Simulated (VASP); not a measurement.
# Si (Fd-3m) in VASP: further runs

Si is run at these levels: PBEsol; tasks: single point.

Program: VASP 6.6.1. These are calculated values, not measurements. Logs are shortened: lines on timing, memory, paths and dates and some standing lists are left out, and cuts for length are marked.

**1. The cell of the first run**

Symmetry: Fd-3m, No. 227, cubic system. The conventional cell has a = 4.821 Å, b = 4.821 Å, c = 4.821 Å, α = 90.00°, β = 90.00°, γ = 90.00°. Si (site symmetry -43m) has 4 Si at 2.09 Å within 2.8 Å.

**2. Single point, PBEsol**

Contents of INCAR:

```
ALGO     = Normal         # electronic algorithm
EDIFF    = 1E-7           # SCF threshold, eV
ENCUT    = 520            # plane-wave cutoff, eV
GGA      = PS             # functional
ISIF     = 2              # what is computed and relaxed
ISMEAR   = -1             # smearing method
LASPH    = True           # aspherical terms in the spheres
LCHARG   = False          # write CHGCAR
LREAL    = False          # projectors in reciprocal space
LWAVE    = False          # write WAVECAR
NBANDS   = 11             # bands
NELM     = 80             # most SCF steps
PREC     = Accurate       # precision mode
SIGMA    = 0.05           # smearing width, eV
```

Contents of KPOINTS:

```
k-points
0
Gamma
  14 14 14
```

Contents of POSCAR:

```
Si
1.0
    0.0000000000      2.4102513609      2.4102513609
    2.4102513609      0.0000000000      2.4102513609
    2.4102513609      2.4102513609      0.0000000000
Si
2
Direct
   -0.1250000000     -0.1250000000     -0.1250000000
    0.1250000000      0.1250000000      0.1250000000
```

Potentials or basis: VASP PAW PBE potentials, release 64 (Si).

Started as:

```console
$ cat potpaw_PBE.64/Si/POTCAR > POTCAR
$ mpirun -np 1 vasp_std > vasp.out
```

OUTCAR:

```text
EDIFF = 1E-7
   ENCUT = 520
   GGA = PS
   ISIF = 2
   ISMEAR = -1
   LASPH = True
   LREAL = False
   NELM = 80
   PREC = Accurate

 ion  position               nearest neighbor table
   1  0.875  0.875  0.875-   2 2.09   2 2.09   2 2.09   2 2.09
   2  0.125  0.125  0.125-   1 2.09   1 2.09   1 2.09   1 2.09

  LATTYP: Found a face centered cubic cell.
 ALAT       =     4.8205027218

  Lattice vectors:

 A1 = (   0.0000000000,   2.4102513609,   2.4102513609)
 A2 = (   2.4102513609,   0.0000000000,   2.4102513609)
 A3 = (   2.4102513609,   2.4102513609,   0.0000000000)

Analysis of symmetry for initial positions (statically):
=====================================================================
 Subroutine PRICEL returns:
 Original cell was already a primitive cell.

 Routine SETGRP: Setting up the symmetry group for a
 face centered cubic supercell.

 Subroutine GETGRP returns: Found 48 space group operations
 (whereof 12 operations were pure point group operations)
 out of a pool of 48 trial point group operations.

The static configuration has the point symmetry D_3d.
 The point group associated with its full space group is O_h .

Analysis of symmetry for dynamics (positions and initial velocities):
=====================================================================
 Subroutine PRICEL returns:
 Original cell was already a primitive cell.

 Routine SETGRP: Setting up the symmetry group for a
 face centered cubic supercell.

 Subroutine GETGRP returns: Found 48 space group operations
 (whereof 12 operations were pure point group operations)
 out of a pool of 48 trial point group operations.

The dynamic configuration has the point symmetry D_3d.
 The point group associated with its full space group is O_h .

 Subroutine INISYM returns: Found 48 space group operations
 (whereof 12 operations are pure point group operations),
 and found     1 'primitive' translations

----------------------------------------------------------------------------------------

                                     Primitive cell

  volume of cell :      28.0038

  direct lattice vectors                    reciprocal lattice vectors
     0.000000000  2.410251361  2.410251361    -0.207447243  0.207447243  0.207447243
     2.410251361  0.000000000  2.410251361     0.207447243 -0.207447243  0.207447243
     2.410251361  2.410251361  0.000000000     0.207447243  0.207447243 -0.207447243

  length of vectors
     3.408610163  3.408610163  3.408610163     0.359309165  0.359309165  0.359309165

  position of ions in fractional coordinates (direct lattice)
     0.875000000  0.875000000  0.875000000
     0.125000000  0.125000000  0.125000000

  ion indices of the primitive-cell ions
   primitive index   ion index
                 1           1
                 2           2

----------------------------------------------------------------------------------------

 KPOINTS: k-points

Automatic generation of k-mesh.
 Grid dimensions read from file:
 generate k-points for:   14   14   14

 Generating k-lattice:

  Cartesian coordinates                     Fractional coordinates (reciprocal lattice)
    -0.014817660  0.014817660  0.014817660     0.071428571  0.000000000  0.000000000
     0.014817660 -0.014817660  0.014817660     0.000000000  0.071428571  0.000000000
     0.014817660  0.014817660 -0.014817660     0.000000000  0.000000000  0.071428571

  Length of vectors
     0.025664940  0.025664940  0.025664940

  Shift w.r.t. Gamma in fractional coordinates (k-lattice)
     0.000000000  0.000000000  0.000000000

 Subroutine IBZKPT returns following result:
 ===========================================

 Found    104 irreducible k-points:

 Following reciprocal coordinates:
            Coordinates               Weight
  0.000000  0.000000  0.000000      1.000000
  0.071429  0.000000  0.000000      8.000000
  0.142857  0.000000  0.000000      8.000000
  0.214286  0.000000  0.000000      8.000000
  0.285714  0.000000  0.000000      8.000000
  0.357143  0.000000  0.000000      8.000000
[... 16 lines left out ...]
  0.214286  0.142857  0.000000     24.000000
  0.285714  0.142857  0.000000     24.000000
 [... further k-points ...]
   k-points           NKPTS =    104   k-points in BZ     NKDIM =    104   number of bands    NBANDS=     11
   number of dos      NEDOS =    301   number of ions     NIONS =      2
   total plane-waves  NPLWV =  21952
   dimension x,y,z NGX =    28 NGY =   28 NGZ =   28
   dimension x,y,z NGXF=    56 NGYF=   56 NGZF=   56
   ions per type =               2
   NGX,Y,Z   is equivalent  to a cutoff of  13.66, 13.66, 13.66 a.u.
   NGXF,Y,Z  is equivalent  to a cutoff of  27.31, 27.31, 27.31 a.u.
 SYSTEM =  unknown system
   PREC   = accura    normal or accurate (medium, high low for compatibility)
   ISTART =      0    job   : 0-new  1-cont  2-samecut
   ICHARG =      2    charge: 1-file 2-atom 10-const
   ISPIN  =      1    spin polarized calculation?
   LNONCOLLINEAR =      F non collinear calculations
   LSORBIT =      F    spin-orbit coupling
   LASPH  =      T    aspherical Exc in radial PAW
   ENCUT  =  520.0 eV  38.22 Ry    6.18 a.u.   6.34  6.34  6.34*2*pi/ulx,y,z
   NELM   =     80;   NELMIN=  2; NELMDL= -5     # of ELM steps
   EDIFF  = 0.1E-06   stopping-criterion for ELM
   LREAL  =      F    real-space projection
   EDIFFG = 0.1E-05   stopping-criterion for IOM
   NSW    =      0    number of steps for IOM
   IBRION =     -1    ionic relax: 0-MD 1-quasi-New 2-CG
   NFREE  =      0    steps in history (QN), initial steepest desc. (CG)
   ISIF   =      2    stress and relaxation
   ISYM   =      2    0-nonsym 1-usesym 2-fastsym
   POTIM  = 0.5000    time-step for ionic-motion
   TEBEG  =    0.0;   TEEND  =   0.0 temperature during run
   PSTRESS=    0.0 pullay stress
   NELECT =       8.0000    total number of electrons
   NUPDOWN=      -1.0000    fix difference up-down
   EMIN   =  10.00;   EMAX   =-10.00  energy-range for DOS
   EFERMI =   0.00;   METHOD = LEGACY
   ISMEAR =    -1;   SIGMA  =   0.05  broadening in eV -4-tet -1-fermi 0-gaus
   EFERMI_NEDOS =   21; number of points for ismear=-14 and -15
   IALGO  =     38    algorithm
   IMIX   =      4    mixing-type and parameters
     AMIX     =   0.40;   BMIX     =  1.00
     AMIX_MAG =   1.60;   BMIX_MAG =  1.00
  volume/ion in A,a.u.               =      14.00        94.49
  Fermi-wavevector in a.u.,A,eV,Ry     =   1.078200  2.037502 15.816968  1.162514
  Thomas-Fermi vector in A             =   2.214132
   LORBIT       =      0    0 simple, 1 ext, 2 COOP (PROOUT), +10 PAW based schemes
   GGA     = PS    functional components
   LHFCALC =     F    Hartree Fock is set to
   AEXX    =    0.0000 exact exchange contribution
   IVDW    =     0    specifies the selected vdW correction
   LEPSILON=     F    determine dielectric tensor
   LRPA    =     F    only Hartree local field effects (RPA)
 non-spin polarized calculation
  energy-cutoff  :      520.00
  volume of cell :       28.00
 maximum number of plane-waves:       769
 NGX is ok and might be reduce to    28
   NGX = 13   NGY = 13   NGZ = 13

 number of electron       8.0000000 magnetization

 Free energy of the ion-electron system (eV)
  ---------------------------------------------------
  ext. energy  EPLUGINS =         0.00000000
  ---------------------------------------------------
  free energy    TOTEN  =        -9.53346972 eV

  energy without entropy =       -9.53138484  energy(sigma->0) =       -9.53242728

 E-fermi :   9.8240     XC(G=0): -10.9931

 val. band max:        9.7783395347   @ k =   0.5000   0.4286   0.0000
 cond. band min:       9.8728556744   @ k =   0.3571   0.3571   0.0000
 fundamental gap:      0.0945161397
 Fermi energy:         9.8239635457

 k-point     1 :       0.0000    0.0000    0.0000
  band No.  band energies     occupation
      1      -4.8133      2.00000
      2      10.0476      0.02257
      3      10.0476      0.02257
      4      10.0476      0.02257
      5      12.6260      0.00000
      6      12.6260      0.00000
      7      12.6260      0.00000
      8      17.8127      0.00000
      9      17.8131      0.00000
     10      17.8131      0.00000
     11      19.4687      0.00000

 k-point     2 :       0.0714    0.0000    0.0000
  band No.  band energies     occupation
      1      -4.7234      2.00000
      2       9.2569      1.99998
      3       9.8868      0.44299
      4       9.8868      0.44299
      5      12.8619      0.00000
      6      12.8619      0.00000
      7      12.9278      0.00000
      8      17.5257      0.00000
      9      17.5257      0.00000
     10      18.0957      0.00000
     11      19.8421      0.00000

 k-point     3 :       0.1429    0.0000    0.0000
  band No.  band energies     occupation
      1      -4.4547      2.00000
      2       7.7050      2.00000
      3       9.5445      1.99256
      4       9.5445      1.99256
      5      13.1696      0.00000
      6      13.3530      0.00000
      7      13.3530      0.00000
      8      17.0491      0.00000
      9      17.0491      0.00000
     10      18.7612      0.00000
     11      20.6062      0.00000
[... 267 lines left out ...]
 k-point    23 :       0.2143    0.1429    0.0000
  band No.  band energies     occupation
      1      -4.0080      2.00000
      2       7.1889      2.00000
      3       8.2004      2.00000
      4       8.5470      2.00000
      5      11.6686      0.00000
      6      14.2495      0.00000
      7      15.1285      0.00000
      8      15.2508      0.00000
      9      18.4855      0.00000
     10      20.5991      0.00000
     11      22.0390      0.00000

 k-point    24 :       0.2857    0.1429    0.0000
  band No.  band energies     occupation
      1      -3.5101      2.00000
      2       5.5982      2.00000
      3       7.9045      2.00000
      4       8.1565      2.00000
      5      11.9153      0.00000
      6      14.0875      0.00000
      7      15.3003      0.00000
      8      15.4164      0.00000
      9      18.9699      0.00000
     10      21.0702      0.00000
     11      22.4907      0.00000

 [... further k-points ...]

------------------------ aborting loop because EDIFF is reached ----------------------------------------

  FORCE on cell =-STRESS in cart. coord.  units (eV):
  Direction    XX          YY          ZZ          XY          YZ          ZX
  --------------------------------------------------------------------------------------
  -------------------------------------------------------------------------------------
  Total       12.1286234     12.1286234     12.1286234     -0.0000000     -0.0000000      0.0000000
  in kB      693.9131010    693.9131010    693.9131010     -0.0000000     -0.0000000      0.0000000
  external PRESSURE =     693.9131010 kB  Pullay stress =       0.0000000 kB

 VOLUME and BASIS-vectors are now :
 -----------------------------------------------------------------------------
  energy-cutoff  :      520.00
  volume of cell :       28.00
      direct lattice vectors                 reciprocal lattice vectors
     0.000000000  2.410251361  2.410251361    -0.207447243  0.207447243  0.207447243
     2.410251361  0.000000000  2.410251361     0.207447243 -0.207447243  0.207447243
     2.410251361  2.410251361  0.000000000     0.207447243  0.207447243 -0.207447243

 POSITION                                       TOTAL-FORCE (eV/Angst)
 -----------------------------------------------------------------------------------
      4.21794      4.21794      4.21794        -0.000000     -0.000000     -0.000000
      0.60256      0.60256      0.60256         0.000000      0.000000      0.000000
 -----------------------------------------------------------------------------------
    total drift:                               -0.000000     -0.000000     -0.000000

  FREE ENERGIE OF THE ION-ELECTRON SYSTEM (eV)
  ---------------------------------------------------
  free  energy   TOTEN  =        -9.5334697229 eV

  energy  without entropy=       -9.5313848440  energy(sigma->0) =       -9.53242728
```

Wall time 22 s (1 thread of AMD EPYC 7R13 (Zen 3), shared host); peak memory 0.13 GiB.

Results:

```
Free energy            : -9.5335 eV
Pressure               : 69.4 GPa
Band gap on the k mesh : zero (band 4 reaches 10.05 eV, above the bottom of band 5 at 9.65 eV)
```

Caveat: the PAW data sets were made with another functional, which shifts forces and pressure a little.

**3. Single point, PBEsol**

Contents of INCAR:

```
SYSTEM = Si
PREC = Accurate ; ENCUT = 520
EDIFF = 1E-6 ; ISMEAR = -1
SIGMA = 0.05 ; LREAL = .FALSE.
LASPH = .TRUE. ; NELM = 100
ALGO = Normal ; ISIF = 2
LWAVE = .FALSE. ; LCHARG = .TRUE.
GGA = PS ; LELF = .TRUE.
LVHAR = .TRUE. ; NBANDS = 11
```

Contents of KPOINTS:

```
regular mesh
0
G
  14 14 14
  0 0 0
```

Contents of POSCAR:

```
Si
1.0
    0.0000000000      2.4092769778      2.4092769778
    2.4092769778      0.0000000000      2.4092769778
    2.4092769778      2.4092769778      0.0000000000
Si
2
Direct
   -0.1250000000     -0.1250000000     -0.1250000000
    0.1250000000      0.1250000000      0.1250000000
```

Potentials or basis: VASP PAW PBE potentials, release 64 (Si).

Started as:

```console
$ cat potpaw_PBE.64/Si/POTCAR > POTCAR
$ mpirun -np 1 vasp_std > vasp.out
```

It took 22 s on 1 thread of AMD EPYC 7R13 (Zen 3), shared host; peak memory 0.13 GiB.

The run converged. Its results:

- Free energy: -9.5187 eV
- Pressure: 69.8 GPa
- Band gap on the k mesh: zero (band 4 reaches 10.06 eV, above the bottom of band 5 at 9.67 eV)

Levels at points of the mesh, in eV from the Fermi level:
```csv
k point,band 1,band 2,band 3,band 4,band 5,band 6,band 7,band 8,band 9
"(0.00, 0.00, 0.00)",-14.65,0.23,0.23,0.23,2.80,2.80,2.80,7.99,7.99
"(0.50, 0.00, 0.00)",-11.21,-8.91,-1.28,-1.28,2.96,3.10,3.10,8.09,11.65
"(0.50, 0.50, 0.00)",-9.03,-9.03,-3.70,-3.70,-0.13,-0.13,12.35,12.35,13.62
```

Caveat: the PAW data sets were made with another functional, which shifts forces and pressure a little.
